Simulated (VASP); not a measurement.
# LiF (Pm-3m) in VASP: a series of runs

LiF is run at these levels: BLYP+D3(BJ), PBEsol+D3(BJ); tasks: relaxation of cell and atoms.

Everything below comes from runs of VASP 6.6.1. Logs are shortened: lines on timing, memory, paths and dates and some standing lists are left out, and cuts for length are marked.

## 1. The cell of the first run

The structure is cubic, space group Pm-3m (No. 221). Conventional cell: a = 2.560 Å, b = 2.560 Å, c = 2.560 Å, α = 90.00°, β = 90.00°, γ = 90.00°. Within 2.9 Å of Li (site symmetry m-3m) lie 8 F at 2.22 Å and 6 Li at 2.56 Å. F (site symmetry m-3m) has 8 Li at 2.22 Å and 6 F at 2.56 Å within 2.9 Å.

## 2. Relaxation of cell and atoms, BLYP+D3(BJ)

The input, INCAR:

```
SYSTEM = LiF
AGGAC    = 1.0          
AGGAX    = 1.0          
ALDAC    = 0.0          
ALDAX    = 1.0          
ALGO     = Normal         ! electronic algorithm
EDIFF    = 1E-6           ! SCF threshold, eV
EDIFFG   = -0.01          ! ionic threshold
ENCUT    = 600            ! plane-wave cutoff, eV
GGA      = B5             ! functional
IBRION   = 2              ! ionic algorithm
ISIF     = 3              ! what is computed and relaxed
ISMEAR   = 1              ! smearing method
IVDW     = 12             ! dispersion correction
LASPH    = .TRUE.         ! aspherical terms in the spheres
LCHARG   = .FALSE.        ! write CHGCAR
LREAL    = .FALSE.        ! projectors in reciprocal space
LWAVE    = .FALSE.        ! write WAVECAR
NELM     = 80             ! most SCF steps
NSW      = 60             ! ionic steps
PREC     = Accurate       ! precision mode
SIGMA    = 0.02           ! smearing width, eV
VDW_A1   = 0.4298       
VDW_A2   = 4.2359       
VDW_S6   = 1.0          
VDW_S8   = 2.6996
```

The input, KPOINTS:

```
k-points
0
G
  8 8 8
  0 0 0
```

The input, POSCAR:

```
LiF
1.0
    2.5595330000      0.0000000000      0.0000000000
    0.0000000000      2.5595330000      0.0000000000
    0.0000000000      0.0000000000      2.5595330000
Li F
1 1
Direct
    0.0000000000      0.0000000000      0.0000000000
    0.5000000000      0.5000000000      0.5000000000
```

Potentials or basis: VASP PAW PBE potentials, release 64 (Li_sv, F).

Started as:

```bash
cat potpaw_PBE.64/Li_sv/POTCAR potpaw_PBE.64/F/POTCAR > POTCAR
mpirun -np 1 vasp_std > vasp.out
```

OUTCAR:

```text
SYSTEM = LiF
   EDIFF = 1E-6
   EDIFFG = -0.01
   ENCUT = 600
   GGA = B5
   IBRION = 2
   ISIF = 3
   ISMEAR = 1
   IVDW = 12
   LASPH = .TRUE.
   LREAL = .FALSE.
   NELM = 80
   NSW = 60
   PREC = Accurate
 IVDW          = 12

 ion  position               nearest neighbor table
   1  0.000  0.000  0.000-   2 2.22   2 2.22   2 2.22   2 2.22   2 2.22   2 2.22   2 2.22   2 2.22

   2  0.500  0.500  0.500-   1 2.22   1 2.22   1 2.22   1 2.22   1 2.22   1 2.22   1 2.22   1 2.22

  LATTYP: Found a simple cubic cell.
 ALAT       =     2.5595330000

  Lattice vectors:

 A1 = (   2.5595330000,   0.0000000000,   0.0000000000)
 A2 = (   0.0000000000,   2.5595330000,   0.0000000000)
 A3 = (   0.0000000000,   0.0000000000,   2.5595330000)

Analysis of symmetry for initial positions (statically):
=====================================================================
 Subroutine PRICEL returns:
 Original cell was already a primitive cell.

 Routine SETGRP: Setting up the symmetry group for a
 simple cubic supercell.

 Subroutine GETGRP returns: Found 48 space group operations
 (whereof 48 operations were pure point group operations)
 out of a pool of 48 trial point group operations.

The static configuration has the point symmetry O_h .

Analysis of symmetry for dynamics (positions and initial velocities):
=====================================================================
 Subroutine PRICEL returns:
 Original cell was already a primitive cell.

 Routine SETGRP: Setting up the symmetry group for a
 simple cubic supercell.

 Subroutine GETGRP returns: Found 48 space group operations
 (whereof 48 operations were pure point group operations)
 out of a pool of 48 trial point group operations.

The dynamic configuration has the point symmetry O_h .

 Subroutine INISYM returns: Found 48 space group operations
 (whereof 48 operations are pure point group operations),
 and found     1 'primitive' translations

----------------------------------------------------------------------------------------

                                     Primitive cell

  volume of cell :      16.7680

  direct lattice vectors                    reciprocal lattice vectors
     2.559533000  0.000000000  0.000000000     0.390696272  0.000000000  0.000000000
     0.000000000  2.559533000  0.000000000     0.000000000  0.390696272  0.000000000
     0.000000000  0.000000000  2.559533000     0.000000000  0.000000000  0.390696272

  length of vectors
     2.559533000  2.559533000  2.559533000     0.390696272  0.390696272  0.390696272

  position of ions in fractional coordinates (direct lattice)
     0.000000000  0.000000000  0.000000000
     0.500000000  0.500000000  0.500000000
[... 75 lines left out ...]
   ENCUT  =  600.0 eV  44.10 Ry    6.64 a.u.   5.11  5.11  5.11*2*pi/ulx,y,z
   NELM   =     80;   NELMIN=  2; NELMDL= -5     # of ELM steps
   EDIFF  = 0.1E-05   stopping-criterion for ELM
   LREAL  =      F    real-space projection
   EDIFFG = -.1E-01   stopping-criterion for IOM
   NSW    =     60    number of steps for IOM
   IBRION =      2    ionic relax: 0-MD 1-quasi-New 2-CG
   NFREE  =      1    steps in history (QN), initial steepest desc. (CG)
   ISIF   =      3    stress and relaxation
   ISYM   =      2    0-nonsym 1-usesym 2-fastsym
   POTIM  = 0.5000    time-step for ionic-motion
   TEBEG  =    0.0;   TEEND  =   0.0 temperature during run
   PSTRESS=    0.0 pullay stress
   NELECT =      10.0000    total number of electrons
   NUPDOWN=      -1.0000    fix difference up-down
   EMIN   =  10.00;   EMAX   =-10.00  energy-range for DOS
   EFERMI =   0.00;   METHOD = LEGACY
   ISMEAR =     1;   SIGMA  =   0.02  broadening in eV -4-tet -1-fermi 0-gaus
   EFERMI_NEDOS =   21; number of points for ismear=-14 and -15
   IALGO  =     38    algorithm
   IMIX   =      4    mixing-type and parameters
     AMIX     =   0.40;   BMIX     =  1.00
     AMIX_MAG =   1.60;   BMIX_MAG =  1.00
  volume/ion in A,a.u.               =       8.38        56.58
  Fermi-wavevector in a.u.,A,eV,Ry     =   1.377994  2.604032 25.835673  1.898868
  Thomas-Fermi vector in A             =   2.503097
   LORBIT       =      0    0 simple, 1 ext, 2 COOP (PROOUT), +10 PAW based schemes
   GGA     = B5    functional components
   LHFCALC =     F    Hartree Fock is set to
   AEXX    =    0.0000 exact exchange contribution
   IVDW    =    12    specifies the selected vdW correction
   LEPSILON=     F    determine dielectric tensor
   LRPA    =     F    only Hartree local field effects (RPA)
 conjugate gradient relaxation of ions
 non-spin polarized calculation
 Methfessel and Paxton  Order N= 1 SIGMA  =   0.02
  energy-cutoff  :      600.00
  volume of cell :       16.77
 maximum number of plane-waves:       587
   NGX = 11   NGY = 11   NGZ = 11

--------------------------------------- Ionic step        1  -------------------------------------------

 number of electron      10.0000016 magnetization

 Free energy of the ion-electron system (eV)
  ---------------------------------------------------
  ext. energy  EPLUGINS =         0.00000000
  ---------------------------------------------------
  free energy    TOTEN  =        -8.93211685 eV

  energy without entropy =       -8.93211685  energy(sigma->0) =       -8.93211685

------------------------ aborting loop because EDIFF is reached ----------------------------------------

 Edisp (eV)   -0.73765

 E8    (eV) :    -0.4998
[... 31 lines left out ...]
--------------------------------------- Ionic step        2  -------------------------------------------

 number of electron      10.0000024 magnetization

 E-fermi :   0.7204     XC(G=0):  -9.8979

 val. band max:        0.6105258648   @ k =   0.5000   0.5000   0.0000
 cond. band min:       8.7428081516   @ k =   0.0000   0.0000   0.0000
 fundamental gap:      8.1322822868
 Fermi energy:         0.7204260013

 k-point     1 :       0.0000    0.0000    0.0000
  band No.  band energies     occupation
      1     -42.6717      2.00000
      2     -20.2634      2.00000
      3      -0.1095      2.00000
      4      -0.1095      2.00000
      5      -0.1095      2.00000
      6       8.7428      0.00000
      7      20.0173      0.00000
      8      20.0173      0.00000
      9      22.0142      0.00000
[... 355 lines left out ...]
--------------------------------------- Ionic step        4  -------------------------------------------

 number of electron      10.0000007 magnetization

 Free energy of the ion-electron system (eV)
  ---------------------------------------------------
  ext. energy  EPLUGINS =         0.00000000
  ---------------------------------------------------
  free energy    TOTEN  =        -8.89084296 eV

  energy without entropy =       -8.89084981  energy(sigma->0) =       -8.89084525

 E-fermi :   0.9834     XC(G=0): -10.1155

 val. band max:        0.9666176264   @ k =   0.5000   0.5000   0.0000
 cond. band min:       9.5178254454   @ k =   0.0000   0.0000   0.0000
 fundamental gap:      8.5512078190
 Fermi energy:         0.9834465099

 k-point     1 :       0.0000    0.0000    0.0000
  band No.  band energies     occupation
      1     -42.2853      2.00000
      2     -20.1181      2.00000
      3       0.1956      2.00000
      4       0.1956      2.00000
      5       0.1956      2.00000
      6       9.5178      0.00000
      7      20.6571      0.00000
      8      20.6571      0.00000
      9      22.9236      0.00000
[... 309 lines left out ...]
  FREE ENERGIE OF THE ION-ELECTRON SYSTEM (eV)
  ---------------------------------------------------
  free  energy   TOTEN  =        -9.7034065753 eV

  energy  without entropy=       -9.7034134272  energy(sigma->0) =       -9.70340886

 reached required accuracy - stopping structural energy minimisation
```

OSZICAR:

```text
N       E                     dE             d eps       ncg     rms          rms(c)
DAV:   1     0.421725249615E+02    0.42173E+02   -0.61781E+03   630   0.125E+03
DAV:   2    -0.837816653613E+01   -0.50551E+02   -0.49751E+02   749   0.227E+02
DAV:   3    -0.958910382245E+01   -0.12109E+01   -0.12099E+01   794   0.361E+01
[... 28 lines left out ...]
DAV:   1    -0.889179958584E+01    0.17009E-02   -0.19117E-02   632   0.144E+00    0.252E-01
DAV:   2    -0.889087739492E+01    0.92219E-03   -0.54408E-03   644   0.610E-01    0.489E-02
DAV:   3    -0.889085471253E+01    0.22682E-04   -0.30563E-05   799   0.661E-02    0.276E-02
DAV:   4    -0.889084297784E+01    0.11735E-04   -0.11696E-05   943   0.321E-02    0.160E-03
DAV:   5    -0.889084296262E+01    0.15222E-07   -0.35257E-07   395   0.719E-03
   4 F= -.97034066E+01 E0= -.97034089E+01  d E =-.336355E-01
```

CONTCAR:

```text
LiF
   1.00000000000000
     2.4792734411861330    0.0000000000000000    0.0000000000000000
     0.0000000000000000    2.4792734411861330    0.0000000000000000
    -0.0000000000000000    0.0000000000000000    2.4792734411861330
  Li              F
     1     1
Direct
     0.0000000000000000    0.0000000000000000    0.0000000000000000
     0.5000000000000000    0.5000000000000000    0.5000000000000000

  0.00000000E+00  0.00000000E+00  0.00000000E+00
  0.00000000E+00  0.00000000E+00  0.00000000E+00
```

Wall time 36 s (1 thread of Intel Xeon Platinum 8259CL at 2.50GHz (Skylake/Cascade Lake), shared host); peak memory 0.13 GiB.

What came out:

```
Free energy                            : -9.7034 eV
Relaxed volume                         : 7.62 Å³/atom
Relaxed cell                           : a = 2.479 Å, b = 2.479 Å, c = 2.479 Å, α = 90.00°, β = 90.00°, γ = 90.00°
Space group after relaxing (to 0.05 Å) : Pm-3m (No. 221)
Energy gained by relaxing              : 16.8 meV/atom
Ionic steps                            : 4
Pressure after relaxing                : 0.0 GPa
Band gap on the k mesh                 : 8.55 eV, indirect (least direct gap 9.32 eV)
Dispersion energy per atom             : -0.406 eV
```

The path:
```
step  energy change (eV)  largest force (eV/Å)  pressure (GPa)  volume (Å³)
   1              0.0000                0.0000           -6.51        16.77
   2             -0.0256                0.0000           -3.47        15.96
   3             -0.0336                0.0000           -0.26        15.29
   4             -0.0336                0.0000           -0.02        15.24
```

Final structure:
```
CELL_PARAMETERS angstrom
2.47927 0.00000 0.00000
0.00000 2.47927 0.00000
0.00000 0.00000 2.47927
ATOMIC_POSITIONS crystal
Li 0.00000 0.00000 0.00000
F 0.50000 0.50000 0.50000
```

Levels at points of the mesh, in eV from the valence-band top:
```tsv
k point	band 1	band 2	band 3	band 4	band 5	band 6	band 7	band 8	band 9
(0.00, 0.00, 0.00)	-43.25	-21.08	-0.77	-0.77	-0.77	8.55	19.69	19.69	21.96
(0.50, 0.00, 0.00)	-43.19	-20.54	-4.08	-0.32	-0.32	9.79	15.25	21.11	21.11
(0.50, 0.50, 0.00)	-43.14	-19.88	-3.67	-3.67	0.00	14.18	14.55	14.55	20.50
(0.50, 0.50, 0.50)	-43.09	-19.34	-2.56	-2.56	-2.56	11.53	11.53	11.53	25.60
```

Caveat: the cutoff is under 1.25 times the usual one of these potentials, so pressure, stress and relaxed cells hold a basis-set (Pulay) error; the PAW data sets were made with another functional, which shifts forces and pressure a little. Expect the measured gap to be larger: semilocal functionals such as BLYP lack the derivative discontinuity.

## 3. Relaxation of cell and atoms, PBEsol+D3(BJ)

The input, INCAR:

```
ALGO = Normal
EDIFF = 1E-7
EDIFFG = -0.01
ENCUT = 600
GGA = PS
IBRION = 2
ISIF = 3
ISMEAR = 1
IVDW = 12
LASPH = T
LCHARG = F
LREAL = F
LWAVE = F
NELM = 80
NSW = 60
PREC = Accurate
SIGMA = 0.02
```

The input, KPOINTS:

```
k-points
0
Gamma
  8 8 8
```

POSCAR is that of step 2.

Potentials or basis: VASP PAW PBE potentials, release 64 (Li_sv, F).

Started as:

```bash
cat potpaw_PBE.64/Li_sv/POTCAR potpaw_PBE.64/F/POTCAR > POTCAR
mpirun -np 1 vasp_std > vasp.out
```

It took 19 s on 1 thread of Intel Xeon Platinum 8259CL at 2.50GHz (Skylake/Cascade Lake), shared host; peak memory 0.13 GiB.

The run converged. Its results:

| Item | Value |
| --- | --- |
| Free energy | -9.5934 eV |
| Relaxed volume | 7.64 Å³/atom |
| Relaxed cell | a = 2.481 Å, b = 2.481 Å, c = 2.481 Å, α = 90.00°, β = 90.00°, γ = 90.00° |
| Space group after relaxing (to 0.05 Å) | Pm-3m (No. 221) |
| Energy gained by relaxing | 15.9 meV/atom |
| Ionic steps | 4 |
| Pressure after relaxing | 0.0 GPa |
| Band gap on the k mesh | 8.17 eV, indirect (least direct gap 8.95 eV) |
| Dispersion energy per atom | -0.154 eV |

The path:
```
step  energy change (eV)  largest force (eV/Å)  pressure (GPa)  volume (Å³)
   1              0.0000                0.0000           -6.27        16.77
   2             -0.0239                0.0000           -3.39        15.98
   3             -0.0317                0.0000           -0.27        15.33
   4             -0.0317                0.0000           -0.02        15.28
```

Final structure:
```
CELL_PARAMETERS angstrom
2.48139 0.00000 0.00000
0.00000 2.48139 0.00000
0.00000 0.00000 2.48139
ATOMIC_POSITIONS crystal
Li 0.00000 0.00000 0.00000
F 0.50000 0.50000 0.50000
```

Levels at points of the mesh, in eV from the valence-band top:
```
           k point  band 3  band 4  band 5  band 6  band 7  band 8
(0.00, 0.00, 0.00)   -0.78   -0.78   -0.78    8.17   19.13   19.13
(0.50, 0.00, 0.00)   -4.17   -0.32   -0.32    9.45   14.92   21.06
(0.50, 0.50, 0.00)   -3.74   -3.74    0.00   13.78   14.24   14.24
(0.50, 0.50, 0.50)   -2.59   -2.59   -2.59   11.17   11.17   11.17
```

Caveat: the cutoff is under 1.25 times the usual one of these potentials, so pressure, stress and relaxed cells hold a basis-set (Pulay) error; the PAW data sets were made with another functional, which shifts forces and pressure a little. A k mesh can miss the band edges.
